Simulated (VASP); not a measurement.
# Ga4BAs3 (P-43m) in VASP: relaxation of cell and atoms with PBE

Aim: the relaxation of cell and atoms of Ga4BAs3 with PBE.

All numbers are computed with VASP 6.6.1; they aren't measurements. Logs are shortened: lines on timing, memory, paths and dates and some standing lists are left out, and cuts for length are marked.

### Step 1. The cell of the first run

It takes space group P-43m (No. 215, cubic). Conventional cell: a = 5.521 Å, b = 5.521 Å, c = 5.521 Å, α = 90.00°, β = 90.00°, γ = 90.00°. Within 2.8 Å of Ga (site symmetry 3m) lie 1 B at 2.11 Å and 3 As at 2.50 Å. B (site symmetry -43m) has 4 Ga at 2.11 Å within 2.8 Å. As (site symmetry -42m) has 4 Ga at 2.50 Å within 3.3 Å.

### Step 2. Relaxation of cell and atoms, PBE

Input file INCAR:

```
  PREC = Accurate
  ENCUT = 600
  EDIFF = 1E-7
  ISMEAR = 0
  SIGMA = 0.1
  LREAL = F
  LASPH = T
  NELM = 100
  ALGO = Normal
  ISIF = 3
  LWAVE = F
  LCHARG = F
  GGA = PE
  IBRION = 2
  NSW = 100
  EDIFFG = -0.01
```

Input file KPOINTS:

```
regular mesh
0
Gamma
  6 6 6
```

Input file POSCAR:

```
Ga4BAs3
1.0
    5.5206545959      0.0000000000      0.0000000000
    0.0000000000      5.5206545959      0.0000000000
    0.0000000000      0.0000000000      5.5206545959
Ga B As
4 1 3
Direct
    0.2203678298      0.2203678298      0.2203678298
    0.7796321702      0.7796321702      0.2203678298
    0.7796321702      0.2203678298      0.7796321702
    0.2203678298      0.7796321702      0.7796321702
    0.0000000000      0.0000000000      0.0000000000
    0.5000000000      0.0000000000      0.5000000000
    0.0000000000      0.5000000000      0.5000000000
    0.5000000000      0.5000000000      0.0000000000
```

Potentials or basis: VASP PAW PBE potentials, release 64 (Ga_d, B, As).

On the command line:

```
$ cat potpaw_PBE.64/Ga_d/POTCAR potpaw_PBE.64/B/POTCAR potpaw_PBE.64/As/POTCAR > POTCAR
$ mpirun -np 1 vasp_std > vasp.out
```

OUTCAR:

```text
PREC = Accurate
   ENCUT = 600
   EDIFF = 1E-7
   ISMEAR = 0
   LREAL = F
   LASPH = T
   NELM = 100
   ISIF = 3
   GGA = PE
   IBRION = 2
   NSW = 100
   EDIFFG = -0.01

 ion  position               nearest neighbor table
   1  0.220  0.220  0.220-   5 2.11   6 2.50   7 2.50   8 2.50
   2  0.780  0.780  0.220-   5 2.11   6 2.50   7 2.50   8 2.50
   3  0.780  0.220  0.780-   5 2.11   6 2.50   7 2.50   8 2.50
   4  0.220  0.780  0.780-   5 2.11   6 2.50   7 2.50   8 2.50
   5  0.000  0.000  0.000-   1 2.11   2 2.11   3 2.11   4 2.11
   6  0.500  0.000  0.500-   1 2.50   2 2.50   3 2.50   4 2.50
   7  0.000  0.500  0.500-   1 2.50   2 2.50   3 2.50   4 2.50
   8  0.500  0.500  0.000-   1 2.50   2 2.50   3 2.50   4 2.50

  LATTYP: Found a simple cubic cell.
 ALAT       =     5.5206545959

  Lattice vectors:

 A1 = (   5.5206545959,   0.0000000000,   0.0000000000)
 A2 = (   0.0000000000,   5.5206545959,   0.0000000000)
 A3 = (   0.0000000000,   0.0000000000,   5.5206545959)

Analysis of symmetry for initial positions (statically):
=====================================================================
 Subroutine PRICEL returns:
 Original cell was already a primitive cell.

 Routine SETGRP: Setting up the symmetry group for a
 simple cubic supercell.

 Subroutine GETGRP returns: Found 24 space group operations
 (whereof 24 operations were pure point group operations)
 out of a pool of 48 trial point group operations.

The static configuration has the point symmetry T_d .

Analysis of symmetry for dynamics (positions and initial velocities):
=====================================================================
 Subroutine PRICEL returns:
 Original cell was already a primitive cell.

 Routine SETGRP: Setting up the symmetry group for a
 simple cubic supercell.

 Subroutine GETGRP returns: Found 24 space group operations
 (whereof 24 operations were pure point group operations)
 out of a pool of 48 trial point group operations.

The dynamic configuration has the point symmetry T_d .

 Subroutine INISYM returns: Found 24 space group operations
 (whereof 24 operations are pure point group operations),
 and found     1 'primitive' translations

----------------------------------------------------------------------------------------

                                     Primitive cell

  volume of cell :     168.2565

  direct lattice vectors                    reciprocal lattice vectors
     5.520654596  0.000000000  0.000000000     0.181137940  0.000000000  0.000000000
     0.000000000  5.520654596  0.000000000     0.000000000  0.181137940  0.000000000
     0.000000000  0.000000000  5.520654596     0.000000000  0.000000000  0.181137940

  length of vectors
     5.520654596  5.520654596  5.520654596     0.181137940  0.181137940  0.181137940

  position of ions in fractional coordinates (direct lattice)
     0.220367830  0.220367830  0.220367830
     0.779632170  0.779632170  0.220367830
     0.779632170  0.220367830  0.779632170
     0.220367830  0.779632170  0.779632170
     0.000000000  0.000000000  0.000000000
     0.500000000  0.000000000  0.500000000
     0.000000000  0.500000000  0.500000000
     0.500000000  0.500000000  0.000000000

  ion indices of the primitive-cell ions
   primitive index   ion index
                 1           1
                 2           2
                 3           3
                 4           4
                 5           5
                 6           6
                 7           7
                 8           8

----------------------------------------------------------------------------------------

 KPOINTS: regular mesh

Automatic generation of k-mesh.
 Grid dimensions read from file:
 generate k-points for:    6    6    6

 Generating k-lattice:

  Cartesian coordinates                     Fractional coordinates (reciprocal lattice)
     0.030189657  0.000000000  0.000000000     0.166666667  0.000000000  0.000000000
     0.000000000  0.030189657  0.000000000     0.000000000  0.166666667  0.000000000
     0.000000000  0.000000000  0.030189657     0.000000000  0.000000000  0.166666667

  Length of vectors
     0.030189657  0.030189657  0.030189657

  Shift w.r.t. Gamma in fractional coordinates (k-lattice)
     0.000000000  0.000000000  0.000000000

 Subroutine IBZKPT returns following result:
 ===========================================

 Found     20 irreducible k-points:

 Following reciprocal coordinates:
            Coordinates               Weight
  0.000000  0.000000  0.000000      1.000000
  0.166667  0.000000  0.000000      6.000000
  0.333333  0.000000  0.000000      6.000000
  0.500000  0.000000  0.000000      3.000000
  0.166667  0.166667  0.000000     12.000000
  0.333333  0.166667  0.000000     24.000000
[... 12 lines left out ...]
  0.500000  0.500000  0.333333      6.000000
  0.500000  0.500000  0.500000      1.000000
   k-points           NKPTS =     20   k-points in BZ     NKDIM =     20   number of bands    NBANDS=     42
   number of dos      NEDOS =    301   number of ions     NIONS =      8
   total plane-waves  NPLWV = 110592
   dimension x,y,z NGX =    48 NGY =   48 NGZ =   48
   dimension x,y,z NGXF=    96 NGYF=   96 NGZF=   96
   ions per type =               4   1   3
   NGX,Y,Z   is equivalent  to a cutoff of  14.45, 14.45, 14.45 a.u.
   NGXF,Y,Z  is equivalent  to a cutoff of  28.91, 28.91, 28.91 a.u.
 SYSTEM =  unknown system
   PREC   = accura    normal or accurate (medium, high low for compatibility)
   ISTART =      0    job   : 0-new  1-cont  2-samecut
   ICHARG =      2    charge: 1-file 2-atom 10-const
   ISPIN  =      1    spin polarized calculation?
   LNONCOLLINEAR =      F non collinear calculations
   LSORBIT =      F    spin-orbit coupling
   LASPH  =      T    aspherical Exc in radial PAW
   ENCUT  =  600.0 eV  44.10 Ry    6.64 a.u.  11.03 11.03 11.03*2*pi/ulx,y,z
   NELM   =    100;   NELMIN=  2; NELMDL= -5     # of ELM steps
   EDIFF  = 0.1E-06   stopping-criterion for ELM
   LREAL  =      F    real-space projection
   EDIFFG = -.1E-01   stopping-criterion for IOM
   NSW    =    100    number of steps for IOM
   IBRION =      2    ionic relax: 0-MD 1-quasi-New 2-CG
   NFREE  =      1    steps in history (QN), initial steepest desc. (CG)
   ISIF   =      3    stress and relaxation
   ISYM   =      2    0-nonsym 1-usesym 2-fastsym
   POTIM  = 0.5000    time-step for ionic-motion
   TEBEG  =    0.0;   TEEND  =   0.0 temperature during run
   PSTRESS=    0.0 pullay stress
   NELECT =      70.0000    total number of electrons
   NUPDOWN=      -1.0000    fix difference up-down
   EMIN   =  10.00;   EMAX   =-10.00  energy-range for DOS
   EFERMI =   0.00;   METHOD = LEGACY
   ISMEAR =     0;   SIGMA  =   0.10  broadening in eV -4-tet -1-fermi 0-gaus
   EFERMI_NEDOS =   21; number of points for ismear=-14 and -15
   IALGO  =     38    algorithm
   IMIX   =      4    mixing-type and parameters
     AMIX     =   0.40;   BMIX     =  1.00
     AMIX_MAG =   1.60;   BMIX_MAG =  1.00
  volume/ion in A,a.u.               =      21.03       141.93
  Fermi-wavevector in a.u.,A,eV,Ry     =   1.222129  2.309488 20.321641  1.493599
  Thomas-Fermi vector in A             =   2.357286
   LORBIT       =      0    0 simple, 1 ext, 2 COOP (PROOUT), +10 PAW based schemes
   GGA     = PE    functional components
   LHFCALC =     F    Hartree Fock is set to
   AEXX    =    0.0000 exact exchange contribution
   IVDW    =     0    specifies the selected vdW correction
   LEPSILON=     F    determine dielectric tensor
   LRPA    =     F    only Hartree local field effects (RPA)
 conjugate gradient relaxation of ions
 non-spin polarized calculation
 Gauss-broadening in eV      SIGMA  =   0.10
  energy-cutoff  :      600.00
  volume of cell :      168.26
 maximum number of plane-waves:      5656
 NGX is ok and might be reduce to    48
   NGX = 23   NGY = 23   NGZ = 23

--------------------------------------- Ionic step        1  -------------------------------------------

 number of electron      69.9999995 magnetization

 Free energy of the ion-electron system (eV)
  ---------------------------------------------------
  ext. energy  EPLUGINS =         0.00000000
  ---------------------------------------------------
  free energy    TOTEN  =       -32.33260278 eV

  energy without entropy =      -32.30930250  energy(sigma->0) =      -32.32095264

------------------------ aborting loop because EDIFF is reached ----------------------------------------

  FORCE on cell =-STRESS in cart. coord.  units (eV):
  Direction    XX          YY          ZZ          XY          YZ          ZX
  --------------------------------------------------------------------------------------
  -------------------------------------------------------------------------------------
  Total        0.4002101      0.4002101      0.4002101      0.0000000      0.0000000     -0.0000000
  in kB        3.8108945      3.8108945      3.8108945      0.0000000      0.0000000     -0.0000000
  external PRESSURE =       3.8108945 kB  Pullay stress =       0.0000000 kB

 VOLUME and BASIS-vectors are now :
 -----------------------------------------------------------------------------
  energy-cutoff  :      600.00
  volume of cell :      168.26
      direct lattice vectors                 reciprocal lattice vectors
     5.520654596  0.000000000  0.000000000     0.181137940  0.000000000  0.000000000
     0.000000000  5.520654596  0.000000000     0.000000000  0.181137940  0.000000000
     0.000000000  0.000000000  5.520654596     0.000000000  0.000000000  0.181137940
[... 127 lines left out ...]
 POSITION                                       TOTAL-FORCE (eV/Angst)
 -----------------------------------------------------------------------------------
      1.21549      1.21549      1.21549        -0.013237     -0.013237     -0.013237
      4.31766      4.31766      1.21549         0.013237      0.013237     -0.013237
      4.31766      1.21549      4.31766         0.013237     -0.013237      0.013237
      1.21549      4.31766      4.31766        -0.013237      0.013237      0.013237
      5.53316      0.00000     -0.00000        -0.000000     -0.000000      0.000000
      2.76658      0.00000      2.76658         0.000000     -0.000000      0.000000
      5.53316      2.76658      2.76658         0.000000      0.000000      0.000000
      2.76658      2.76658     -0.00000         0.000000      0.000000      0.000000
 -----------------------------------------------------------------------------------
    total drift:                               -0.000000     -0.000000      0.000000

  FREE ENERGIE OF THE ION-ELECTRON SYSTEM (eV)
  ---------------------------------------------------
  free  energy   TOTEN  =       -32.3350355589 eV

  energy  without entropy=      -32.3119818611  energy(sigma->0) =      -32.32350871

--------------------------------------- Ionic step        5  -------------------------------------------

 number of electron      69.9999986 magnetization

 Free energy of the ion-electron system (eV)
  ---------------------------------------------------
  ext. energy  EPLUGINS =         0.00000000
  ---------------------------------------------------
  free energy    TOTEN  =       -32.33517513 eV

  energy without entropy =      -32.31230165  energy(sigma->0) =      -32.32373839

 E-fermi :   3.2273     XC(G=0):  -9.6941

 val. band max:        3.2190818412   @ k =   0.5000   0.3333   0.0000
 cond. band min:       3.2340950335   @ k =   0.3333   0.0000   0.0000
 fundamental gap:      0.0150131924
 Fermi energy:         3.2273200749

 k-point     1 :       0.0000    0.0000    0.0000
  band No.  band energies     occupation
      1     -11.0520      2.00000
      2     -11.0520      2.00000
      3     -10.9839      2.00000
      4     -10.9485      2.00000
      5     -10.9485      2.00000
      6     -10.9485      2.00000
[... 911 lines left out ...]
 POSITION                                       TOTAL-FORCE (eV/Angst)
 -----------------------------------------------------------------------------------
      1.21410      1.21410      1.21410        -0.003157     -0.003157     -0.003157
      4.31827      4.31827      1.21410         0.003157      0.003157     -0.003157
      4.31827      1.21410      4.31827         0.003157     -0.003157      0.003157
      1.21410      4.31827      4.31827        -0.003157      0.003157      0.003157
     -0.00000      0.00000      0.00000         0.000000     -0.000000      0.000000
      2.76618      0.00000      2.76618         0.000000     -0.000000      0.000000
     -0.00000      2.76618      2.76618         0.000000     -0.000000     -0.000000
      2.76618      2.76618     -0.00000         0.000000     -0.000000     -0.000000
 -----------------------------------------------------------------------------------
    total drift:                               -0.000000     -0.000000      0.000000

  FREE ENERGIE OF THE ION-ELECTRON SYSTEM (eV)
  ---------------------------------------------------
  free  energy   TOTEN  =       -32.3351751266 eV

  energy  without entropy=      -32.3123016479  energy(sigma->0) =      -32.32373839

 reached required accuracy - stopping structural energy minimisation
```

Run time: 4.5 min. Hardware: 1 thread of Intel Xeon 6975P-C (Granite Rapids), shared host; peak memory 0.43 GiB.

What came out:

| Property | Result |
| --- | --- |
| Free energy | -32.3352 eV |
| Relaxed volume | 21.17 Å³/atom |
| Relaxed cell | a = 5.532 Å, b = 5.532 Å, c = 5.532 Å, α = 90.00°, β = 90.00°, γ = 90.00° |
| Space group after relaxing (to 0.05 Å) | P-43m (No. 215) |
| Energy gained by relaxing | 0.3 meV/atom |
| Ionic steps | 5 |
| Pressure after relaxing | 0.0 GPa |
| Largest force after relaxing | 0.005 eV/Å |
| Band gap on the k mesh | zero (band 35 reaches 4.24 eV, above the bottom of band 36 at 2.62 eV) |

Forces on the atoms (eV/Å):
```
Ga  -0.003 -0.003 -0.003
Ga   0.003  0.003 -0.003
Ga   0.003 -0.003  0.003
Ga  -0.003  0.003  0.003
B    0.000  0.000  0.000
As   0.000  0.000  0.000
As   0.000  0.000  0.000
As   0.000  0.000  0.000
```

The path:
```tsv
step	energy change (eV)	largest force (eV/Å)	pressure (GPa)	volume (Å³)
1	0.0000	0.0746	0.38	168.26
2	-0.0020	0.0476	-0.08	169.48
3	-0.0020	0.0466	-0.10	169.50
4	-0.0024	0.0229	-0.03	169.40
5	-0.0026	0.0055	-0.01	169.33
```

Final structure:
```xyz
8
Lattice="5.5324 0.0000 0.0000 0.0000 5.5324 0.0000 0.0000 0.0000 5.5324" Properties=species:S:1:pos:R:3 pbc="T T T"
Ga    1.2141    1.2141    1.2141
Ga    4.3183    4.3183    1.2141
Ga    4.3183    1.2141    4.3183
Ga    1.2141    4.3183    4.3183
B     0.0000    0.0000    0.0000
As    2.7662    0.0000    2.7662
As    0.0000    2.7662    2.7662
As    2.7662    2.7662    0.0000
```

Levels at points of the mesh, in eV from the Fermi level:
```tsv
k point	band 33	band 34	band 35	band 36	band 37	band 38
(0.00, 0.00, 0.00)	-1.48	1.01	1.01	1.01	1.68	1.68
(0.50, 0.00, 0.00)	-0.77	-0.77	-0.61	-0.61	2.74	3.01
(0.50, 0.50, 0.00)	-0.61	-0.13	-0.13	0.07	3.62	3.77
(0.50, 0.50, 0.50)	0.06	0.06	0.14	0.14	2.02	2.02
```
